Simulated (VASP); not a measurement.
Cu: single point with PBE+U

Cu:

```
CELL_PARAMETERS angstrom
1.21846 -3.97638 0.00000
1.21846 3.97638 0.00000
0.00000 0.00000 2.47550
ATOMIC_POSITIONS crystal
Cu 0.86613 0.13387 0.75000
Cu 0.13387 0.86613 0.25000
```

| Quantity | Value |
| --- | --- |
| Program | VASP 6.6.1 |
| Task | single point |
| Functional | PBE |
| Potentials or basis | VASP PAW PBE potentials, release 64 (Cu) |
| Cutoff | 520 eV |
| k mesh | 11 × 11 × 11 |
| Occupations | fermi-dirac, width 0.05 eV |
| Spin | no spin polarisation |
| Hubbard terms | Cu d U = 5.0 eV |
| Dipole correction | no |
| Further INCAR settings | ALGO = Normal; EDIFF = 1e-06; NBANDS = 18 |

```yaml
Pressure: 4.2 GPa
Largest_force: 0.023 eV/Å
Band_gap_on_the_k_mesh: zero (bands 11 and 12 overlap by 6.84 eV)
```

Forces in eV/Å, atoms in the order of the input:
```
Cu   0.000 -0.023  0.000
Cu   0.000  0.023  0.000
```

Stress tensor (GPa, compression positive):
```
3.62 0.00 0.00
0.00 4.21 0.00
0.00 0.00 4.92
```

Levels at points of the mesh, in eV from the Fermi level:
| k point | band 8 | band 9 | band 10 | band 11 | band 12 | band 13 | band 14 | band 15 |
| --- | --- | --- | --- | --- | --- | --- | --- | --- |
| (0.00, 0.00, 0.00) | -3.00 | -2.85 | -2.71 | -2.37 | 0.42 | 4.86 | 15.29 | 18.75 |

Eigenvalues of the final occupation matrices:
| site | spin | trace | eigenvalues |
| --- | --- | --- | --- |
| site 1 d | 1 | 4.69 | 0.93 0.93 0.94 0.94 0.95 |
| site 1 d | 2 | 4.69 | 0.93 0.93 0.94 0.94 0.95 |
| site 2 d | 1 | 4.69 | 0.93 0.93 0.94 0.94 0.95 |
| site 2 d | 2 | 4.69 | 0.93 0.93 0.94 0.94 0.95 |

Run time: 38 s on 1 thread of Intel(R) Xeon(R) Platinum 8488C (Sapphire Rapids), with other jobs on the host, peak memory 0.2 GiB.

Caveat: the cell stands under pressure; U without spin polarisation on a metal has little footing; the U is typed as a test and isn't derived for this compound.
